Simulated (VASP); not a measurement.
# BiTe (R-3m) in VASP: notebook

BiTe is run at these levels: r2SCAN; tasks: single point.

All numbers are computed with VASP 6.6.1; they aren't measurements. Logs are shortened: lines on timing, memory, paths and dates and some standing lists are left out, and cuts for length are marked.

### 1 The cell of the first run

Symmetry: R-3m, No. 166, trigonal system. Conventional cell: a = 5.128 Å, b = 5.128 Å, c = 8.919 Å, α = 90.00°, β = 90.00°, γ = 120.00°. Bi (site symmetry -3m) has 8 Te at 3.31 to 4.46 Å and 6 Bi at 4.20 Å within 4.5 Å. Within 4.5 Å of Te (site symmetry -3m) lie 8 Bi at 3.31 to 4.46 Å and 6 Te at 4.20 Å.

### 2 Single point, r2SCAN

POSCAR

```
BiTe
1.0
   -0.7010703083      2.9251554243      2.9251554243
    2.9251554243     -0.7010703083      2.9251554243
    2.9251554243      2.9251554243     -0.7010703083
Bi Te
1 1
Direct
    0.0000000000      0.0000000000      0.0000000000
    0.5000000000      0.5000000000      0.5000000000
```

INCAR.step1

```
  PREC = Accurate
  ENCUT = 520
  ISMEAR = 0
  SIGMA = 0.15
  LREAL = F
  LASPH = T
  NELM = 80
  NBANDS = 18
  GGA = PE
  ALGO = Normal
  EDIFF = 1E-4
  LWAVE = T
  LCHARG = F
```

INCAR.step2

```
  PREC = Accurate
  ENCUT = 520
  EDIFF = 1E-6
  ISMEAR = 0
  SIGMA = 0.15
  LREAL = F
  LASPH = T
  NELM = 80
  ALGO = Normal
  ISIF = 2
  LWAVE = F
  LCHARG = F
  METAGGA = R2SCAN
  LMIXTAU = T
  NBANDS = 18
  ISTART = 1
```

KPOINTS

```
Automatic mesh
0
Gamma
  14 14 14
```

Potentials or basis: VASP PAW PBE potentials, release 64 (Bi_d, Te).

Launch:

```sh
cat potpaw_PBE.64/Bi_d/POTCAR potpaw_PBE.64/Te/POTCAR > POTCAR
cp INCAR.step1 INCAR
mpirun -np 1 vasp_std > vasp.out
cp INCAR.step2 INCAR
mpirun -np 1 vasp_std > vasp.out
```

OUTCAR:

```text
PREC = Accurate
   ENCUT = 520
   EDIFF = 1E-6
   ISMEAR = 0
   LREAL = F
   LASPH = T
   NELM = 80
   ISIF = 2
   METAGGA = R2SCAN
   ISTART = 1

 ion  position               nearest neighbor table
   1  0.000  0.000  0.000-   2 3.31   2 3.31   2 3.31   2 3.31   2 3.31   2 3.31
   2  0.500  0.500  0.500-   1 3.31   1 3.31   1 3.31   1 3.31   1 3.31   1 3.31

  LATTYP: Found a trigonal (rhomboedric) cell.
 ALAT       =     4.1957797952
 COS(alpha) =     0.2530624440

  Lattice vectors:

 A1 = (  -0.7010703083,   2.9251554243,   2.9251554243)
 A2 = (   2.9251554243,  -0.7010703083,   2.9251554243)
 A3 = (   2.9251554243,   2.9251554243,  -0.7010703083)

Analysis of symmetry for initial positions (statically):
=====================================================================
 Subroutine PRICEL returns:
 Original cell was already a primitive cell.

 Routine SETGRP: Setting up the symmetry group for a
 trigonal (rhombohedral) supercell.

 Subroutine GETGRP returns: Found 12 space group operations
 (whereof 12 operations were pure point group operations)
 out of a pool of 12 trial point group operations.

The static configuration has the point symmetry D_3d.

Analysis of symmetry for dynamics (positions and initial velocities):
=====================================================================
 Subroutine PRICEL returns:
 Original cell was already a primitive cell.

 Routine SETGRP: Setting up the symmetry group for a
 trigonal (rhombohedral) supercell.

 Subroutine GETGRP returns: Found 12 space group operations
 (whereof 12 operations were pure point group operations)
 out of a pool of 12 trial point group operations.

The dynamic configuration has the point symmetry D_3d.

 Subroutine INISYM returns: Found 12 space group operations
 (whereof 12 operations are pure point group operations),
 and found     1 'primitive' translations

----------------------------------------------------------------------------------------

                                     Primitive cell

  volume of cell :      67.7100

  direct lattice vectors                    reciprocal lattice vectors
    -0.701070308  2.925155424  2.925155424    -0.119111416  0.156657406  0.156657406
     2.925155424 -0.701070308  2.925155424     0.156657406 -0.119111416  0.156657406
     2.925155424  2.925155424 -0.701070308     0.156657406  0.156657406 -0.119111416

  length of vectors
     4.195779795  4.195779795  4.195779795     0.251536509  0.251536509  0.251536509

  position of ions in fractional coordinates (direct lattice)
     0.000000000  0.000000000  0.000000000
     0.500000000  0.500000000  0.500000000

  ion indices of the primitive-cell ions
   primitive index   ion index
                 1           1
                 2           2

----------------------------------------------------------------------------------------

 KPOINTS: Automatic mesh

Automatic generation of k-mesh.
 Grid dimensions read from file:
 generate k-points for:   14   14   14

 Generating k-lattice:

  Cartesian coordinates                     Fractional coordinates (reciprocal lattice)
    -0.008507958  0.011189815  0.011189815     0.071428571  0.000000000  0.000000000
     0.011189815 -0.008507958  0.011189815     0.000000000  0.071428571  0.000000000
     0.011189815  0.011189815 -0.008507958     0.000000000  0.000000000  0.071428571

  Length of vectors
     0.017966893  0.017966893  0.017966893

  Shift w.r.t. Gamma in fractional coordinates (k-lattice)
     0.000000000  0.000000000  0.000000000

 Subroutine IBZKPT returns following result:
 ===========================================

 Found    288 irreducible k-points:

 Following reciprocal coordinates:
            Coordinates               Weight
  0.000000  0.000000  0.000000      1.000000
  0.071429  0.000000  0.000000      6.000000
  0.142857  0.000000  0.000000      6.000000
  0.214286  0.000000  0.000000      6.000000
  0.285714  0.000000  0.000000      6.000000
  0.357143 -0.000000 -0.000000      6.000000
[... 16 lines left out ...]
  0.214286  0.142857  0.000000     12.000000
  0.285714  0.142857 -0.000000     12.000000
 [... further k-points ...]
   k-points           NKPTS =    288   k-points in BZ     NKDIM =    288   number of bands    NBANDS=     18
   number of dos      NEDOS =    301   number of ions     NIONS =      2
   total plane-waves  NPLWV =  32768
   dimension x,y,z NGX =    32 NGY =   32 NGZ =   32
   dimension x,y,z NGXF=    64 NGYF=   64 NGZF=   64
   ions per type =               1   1
   NGX,Y,Z   is equivalent  to a cutoff of  12.68, 12.68, 12.68 a.u.
   NGXF,Y,Z  is equivalent  to a cutoff of  25.36, 25.36, 25.36 a.u.
 SYSTEM =  unknown system
   PREC   = accura    normal or accurate (medium, high low for compatibility)
   ISTART =      1    job   : 0-new  1-cont  2-samecut
   ICHARG =      0    charge: 1-file 2-atom 10-const
   ISPIN  =      1    spin polarized calculation?
   LNONCOLLINEAR =      F non collinear calculations
   LSORBIT =      F    spin-orbit coupling
   LASPH  =      T    aspherical Exc in radial PAW
   ENCUT  =  520.0 eV  38.22 Ry    6.18 a.u.   7.80  7.80  7.80*2*pi/ulx,y,z
   NELM   =     80;   NELMIN=  2; NELMDL=  0     # of ELM steps
   EDIFF  = 0.1E-05   stopping-criterion for ELM
   LREAL  =      F    real-space projection
   EDIFFG = 0.1E-04   stopping-criterion for IOM
   NSW    =      0    number of steps for IOM
   IBRION =     -1    ionic relax: 0-MD 1-quasi-New 2-CG
   NFREE  =      0    steps in history (QN), initial steepest desc. (CG)
   ISIF   =      2    stress and relaxation
   ISYM   =      2    0-nonsym 1-usesym 2-fastsym
   POTIM  = 0.5000    time-step for ionic-motion
   TEBEG  =    0.0;   TEEND  =   0.0 temperature during run
   PSTRESS=    0.0 pullay stress
   NELECT =      21.0000    total number of electrons
   NUPDOWN=      -1.0000    fix difference up-down
   EMIN   =  10.00;   EMAX   =-10.00  energy-range for DOS
   EFERMI =   0.00;   METHOD = LEGACY
   ISMEAR =     0;   SIGMA  =   0.15  broadening in eV -4-tet -1-fermi 0-gaus
   EFERMI_NEDOS =   21; number of points for ismear=-14 and -15
   IALGO  =     38    algorithm
   IMIX   =      4    mixing-type and parameters
     AMIX     =   0.40;   BMIX     =  1.00
     AMIX_MAG =   1.60;   BMIX_MAG =  1.00
  volume/ion in A,a.u.               =      33.86       228.46
  Fermi-wavevector in a.u.,A,eV,Ry     =   1.108146  2.094092 16.707785  1.227988
  Thomas-Fermi vector in A             =   2.244669
   LORBIT       =      0    0 simple, 1 ext, 2 COOP (PROOUT), +10 PAW based schemes
   METAGGA = R2SCAN    functional components
   LHFCALC =     F    Hartree Fock is set to
   AEXX    =    0.0000 exact exchange contribution
   IVDW    =     0    specifies the selected vdW correction
   LEPSILON=     F    determine dielectric tensor
   LRPA    =     F    only Hartree local field effects (RPA)
 non-spin polarized calculation
 Gauss-broadening in eV      SIGMA  =   0.15
  energy-cutoff  :      520.00
  volume of cell :       67.71
 maximum number of plane-waves:      1883
   NGX = 15   NGY = 15   NGZ = 15

 number of electron      21.0000002 magnetization

 Free energy of the ion-electron system (eV)
  ---------------------------------------------------
  ext. energy  EPLUGINS =         0.00000000
  ---------------------------------------------------
  free energy    TOTEN  =       -83.92091679 eV

  energy without entropy =      -83.90715000  energy(sigma->0) =      -83.91403340

 E-fermi :   6.3855     XC(G=0): -10.0539

 val. band max:        6.3803976755   @ k =   0.4286   0.1429   0.0714
 cond. band min:       6.3861359076   @ k =  -0.4286   0.1429   0.1429
 fundamental gap:      0.0057382322
 Fermi energy:         6.3854530591

 k-point     1 :       0.0000    0.0000    0.0000
  band No.  band energies     occupation
      1     -17.5707      2.00000
      2     -17.5707      2.00000
      3     -17.5468      2.00000
      4     -17.5468      2.00000
      5     -17.5222      2.00000
      6      -7.3883      2.00000
[... 10 lines left out ...]
     17      14.3931      0.00000
     18      14.3931      0.00000

 k-point     2 :       0.0714    0.0000    0.0000
  band No.  band energies     occupation
      1     -17.5707      2.00000
      2     -17.5703      2.00000
      3     -17.5472      2.00000
      4     -17.5463      2.00000
      5     -17.5222      2.00000
      6      -7.3446      2.00000
[... 10 lines left out ...]
     17      14.5522      0.00000
     18      14.6720      0.00000

 k-point     3 :       0.1429    0.0000    0.0000
  band No.  band energies     occupation
      1     -17.5706      2.00000
      2     -17.5694      2.00000
      3     -17.5482      2.00000
      4     -17.5448      2.00000
      5     -17.5224      2.00000
      6      -7.2137      2.00000
[... 10 lines left out ...]
     17      15.0882      0.00000
     18      15.1028      0.00000

 k-point     4 :       0.2143    0.0000    0.0000
  band No.  band energies     occupation
      1     -17.5705      2.00000
      2     -17.5684      2.00000
      3     -17.5497      2.00000
      4     -17.5424      2.00000
      5     -17.5225      2.00000
      6      -6.9974      2.00000
[... 375 lines left out ...]
      4     -17.5437      2.00000
      5     -17.5229      2.00000
      6      -7.1245      2.00000
[... 10 lines left out ...]
     17      14.4626      0.00000
     18      14.6603      0.00000

 k-point    23 :       0.2143    0.1429    0.0000
  band No.  band energies     occupation
      1     -17.5709      2.00000
      2     -17.5677      2.00000
      3     -17.5489      2.00000
      4     -17.5414      2.00000
      5     -17.5231      2.00000
      6      -6.9536      2.00000
[... 10 lines left out ...]
     17      14.5577      0.00000
     18      15.1756      0.00000

 k-point    24 :       0.2857    0.1429   -0.0000
  band No.  band energies     occupation
      1     -17.5712      2.00000
      2     -17.5671      2.00000
      3     -17.5501      2.00000
      4     -17.5386      2.00000
      5     -17.5232      2.00000
      6      -6.7028      2.00000
[... 10 lines left out ...]
     17      14.8404      0.00000
     18      15.9394      0.00000

 [... further k-points ...]
[... 5 lines left out ...]
  --------------------------------------------------------------------------------------
  -------------------------------------------------------------------------------------
  Total       -1.1406174     -1.1406174     -1.1406174      0.6638621      0.6638621      0.6638621
  in kB      -26.9896802    -26.9896802    -26.9896802     15.7085320     15.7085320     15.7085320
  external PRESSURE =     -26.9896802 kB  Pullay stress =       0.0000000 kB

 VOLUME and BASIS-vectors are now :
 -----------------------------------------------------------------------------
  energy-cutoff  :      520.00
  volume of cell :       67.71
      direct lattice vectors                 reciprocal lattice vectors
    -0.701070308  2.925155424  2.925155424    -0.119111416  0.156657406  0.156657406
     2.925155424 -0.701070308  2.925155424     0.156657406 -0.119111416  0.156657406
     2.925155424  2.925155424 -0.701070308     0.156657406  0.156657406 -0.119111416

 POSITION                                       TOTAL-FORCE (eV/Angst)
 -----------------------------------------------------------------------------------
      0.00000      0.00000      0.00000         0.000000     -0.000000     -0.000000
      2.57462      2.57462      2.57462        -0.000000      0.000000      0.000000
 -----------------------------------------------------------------------------------
    total drift:                                0.000000     -0.000000     -0.000000

  FREE ENERGIE OF THE ION-ELECTRON SYSTEM (eV)
  ---------------------------------------------------
  free  energy   TOTEN  =       -83.9209167933 eV

  energy  without entropy=      -83.9071499984  energy(sigma->0) =      -83.91403340
```

It took 15 min on 1 thread of Intel Xeon 8259CL, shared host; peak memory 0.46 GiB.

What came out:

```
Free energy            : -83.9209 eV
Pressure               : -2.7 GPa
Band gap on the k mesh : zero (an odd number of electrons rules out a gap without spin polarisation)
```

Caveat: the PAW data sets were made with another functional, which shifts forces and pressure a little; spin-orbit coupling is left out, which moves the levels of the heavy elements.

### 3 Single point, r2SCAN

This run uses another cell than the first one, of the same volume but with other edges.

POSCAR

```
BiTe
1.0
    0.7885462640      3.6734716200      3.6734716200
    3.6734716200      0.7885462640      3.6734716200
    3.6734716200      3.6734716200      0.7885462640
Bi Te
1 1
Direct
    0.0000000000      0.0000000000      0.0000000000
    0.5000000000      0.5000000000      0.5000000000
```

INCAR.step1

```
PREC = Accurate
ENCUT = 520
ISMEAR = 0
SIGMA = 0.15
LREAL = False
LASPH = True
NELM = 80
NBANDS = 18
GGA = PE
ALGO = Normal
EDIFF = 1E-4
LWAVE = True
LCHARG = False
```

INCAR.step2

```
PREC = Accurate
ENCUT = 520
EDIFF = 1E-7
ISMEAR = 0
SIGMA = 0.15
LREAL = False
LASPH = True
NELM = 80
ALGO = Normal
ISIF = 2
LWAVE = False
LCHARG = False
METAGGA = R2SCAN
LMIXTAU = True
NBANDS = 18
ISTART = 1
```

KPOINTS is that of step 2.

Potentials or basis: VASP PAW PBE potentials, release 64 (Bi_d, Te).

Launch:

```sh
cat potpaw_PBE.64/Bi_d/POTCAR potpaw_PBE.64/Te/POTCAR > POTCAR
cp INCAR.step1 INCAR
mpirun -np 1 vasp_std > vasp.out
cp INCAR.step2 INCAR
mpirun -np 1 vasp_std > vasp.out
```

Run time: 50 min. Hardware: 1 thread of Intel Xeon 8259CL, shared host; peak memory 0.52 GiB.

Results (log left out):

- Free energy: -83.8726 eV
- Pressure: -2.7 GPa
- Band gap on the k mesh: zero (an odd number of electrons rules out a gap without spin polarisation)

Stress tensor (GPa, compression positive):
```
-2.70 -2.38 -2.38
-2.38 -2.70 -2.38
-2.38 -2.38 -2.70
```

Levels at points of the mesh, in eV from the Fermi level:
```csv
k point,band 7,band 8,band 9,band 10,band 11,band 12,band 13,band 14
"(0.00, 0.00, 0.00)",-8.97,-4.41,-0.88,-0.88,2.52,2.52,3.85,4.69
"(0.50, 0.00, 0.00)",-11.26,-2.89,-2.25,-1.63,-1.15,-0.41,0.04,5.68
"(0.50, 0.50, 0.00)",-10.12,-5.46,-4.60,-2.50,2.79,2.94,3.37,3.93
"(0.50, 0.50, 0.50)",-12.05,-0.46,-0.37,-0.37,0.92,1.18,1.18,6.39
```

Caveat: the PAW data sets were made with another functional, which shifts forces and pressure a little; spin-orbit coupling is left out, which moves the levels of the heavy elements.
